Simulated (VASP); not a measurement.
Wanted: the native input for a VASP 6.6.1 run.

| Quantity | Value |
| --- | --- |
| Task | relaxation of the atoms |
| Functional | PBE |
| Potentials or basis | VASP PAW PBE potentials, release 64 (Ru_pv) |
| Cutoff | 520 eV |
| k mesh | 20 × 20 × 11 |
| Occupations | fermi-dirac, width 0.05 eV |
| Spin | no spin polarisation |
| Dipole correction | no |
| Further INCAR settings | ALGO = Normal; EDIFF = 1e-06; IBRION = 2; EDIFFG = -0.02; NSW = 80 |

The structure of Ru lies in POSCAR:

```
Ru
1.0
    2.7058000000      0.0000000000      0.0000000000
   -1.3529000000      2.3432915376      0.0000000000
    0.0000000000      0.0000000000      4.4103570000
Ru
2
Direct
    0.3333333333      0.6666666667      0.2500000000
    0.6666666667      0.3333333333      0.7500000000
```

This cell differs from its parent crystal: z stretched by +3 %.

The input as run:

INCAR

```
  ALGO = Normal
  EDIFF = 1E-6
  EDIFFG = -0.02
  ENCUT = 520
  GGA = PE
  IBRION = 2
  ISIF = 2
  ISMEAR = -1
  LASPH = T
  LCHARG = F
  LREAL = F
  LWAVE = F
  NELM = 60
  NSW = 80
  PREC = Accurate
  SIGMA = 0.05
```

KPOINTS

```
k-points
0
Gamma
  20 20 11
```

Potentials or basis: VASP PAW PBE potentials, release 64 (Ru_pv).

Run with:

```console
$ cat potpaw_PBE.64/Ru_pv/POTCAR > POTCAR
$ mpirun -np 1 vasp_std > vasp.out
```

Results of the run:

```yaml
Pressure_after_relaxing: -4.8 GPa
Band_gap_on_the_k_mesh: zero (bands 14 and 15 overlap by 3.04 eV)
```

Caveat: the cell differs from its parent crystal (z stretched by +3 %).

Wall time 50 s on 1 thread of Intel(R) Xeon(R) Platinum 8488C (Sapphire Rapids), with other jobs on the host, peak memory 0.23 GiB.
